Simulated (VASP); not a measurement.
A run of VASP 6.6.1 is set up as follows.

The input POSCAR:

```
HfN
1.0
    0.0000000000      2.2627228915      2.2627228915
    2.2627228915      0.0000000000      2.2627228915
    2.2627228915      2.2627228915      0.0000000000
Hf N
1 1
Direct
    0.0000000000      0.0000000000      0.0000000000
    0.5000000000      0.5000000000      0.5000000000
```

File INCAR.step1:

```
PREC = Accurate
ENCUT = 520
ISMEAR = -1
SIGMA = 0.1
LREAL = F
LASPH = T
NELM = 100
NBANDS = 14
GGA = PE
ALGO = Normal
EDIFF = 1E-4
LWAVE = T
LCHARG = F
```

File INCAR.step2:

```
PREC = Accurate
ENCUT = 520
EDIFF = 1E-6
ISMEAR = -1
SIGMA = 0.1
LREAL = F
LASPH = T
NELM = 100
ALGO = Normal
ISIF = 2
LWAVE = F
LCHARG = T
METAGGA = R2SCAN
LMIXTAU = T
LELF = T
LVHAR = T
NBANDS = 14
ISTART = 1
```

File KPOINTS:

```
regular mesh
0
Gamma
  12 12 12
```

Potentials or basis: VASP PAW PBE potentials, release 64 (Hf_pv, N).

Run with:

```sh
$ cat potpaw_PBE.64/Hf_pv/POTCAR potpaw_PBE.64/N/POTCAR > POTCAR
$ cp INCAR.step1 INCAR
$ mpirun -np 1 vasp_std > vasp.out
$ cp INCAR.step2 INCAR
$ mpirun -np 1 vasp_std > vasp.out
```

Q: Predict the pressure.

A: -2.7 GPa.

Caveat: the PAW data sets were made with another functional, which shifts forces and pressure a little.
